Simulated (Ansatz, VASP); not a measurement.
## One calculation of SiC, two programs

```xyz
2
Lattice="0.0000 1.7481 1.7481 1.7481 0.0000 1.7481 1.7481 1.7481 0.0000" Properties=species:S:1:pos:R:3 pbc="T T T"
C     0.0000    0.0000    0.0000
Si    1.7481    1.7481    1.7481
```

Alike in both runs: task single point; functional PBE; k mesh 22 × 22 × 22; occupations gaussian, width 0.05 eV; no spin polarisation.

|  | VASP | Ansatz |
| --- | --- | --- |
| version | VASP 6.6.1 | Ansatz 0.2.0 |
| potentials or method | VASP PAW PBE potentials, release 64 (C, Si), cutoff 520 eV | scalar-relativistic, plane waves, PAW |
| valence electrons in the cell | 8 | 8 |

VASP gave:

| Quantity | Value |
| --- | --- |
| gap on the k mesh at the Fermi level (eV) | 0.04 |
| least direct gap on the mesh (eV) | 6.33 |

Q: Which values does Ansatz return?

A: gap on the k mesh at the Fermi level (eV): 0.08; least direct gap on the mesh (eV): 6.36.

With one functional, cell and mesh, what is left measures potentials, basis and numerics.
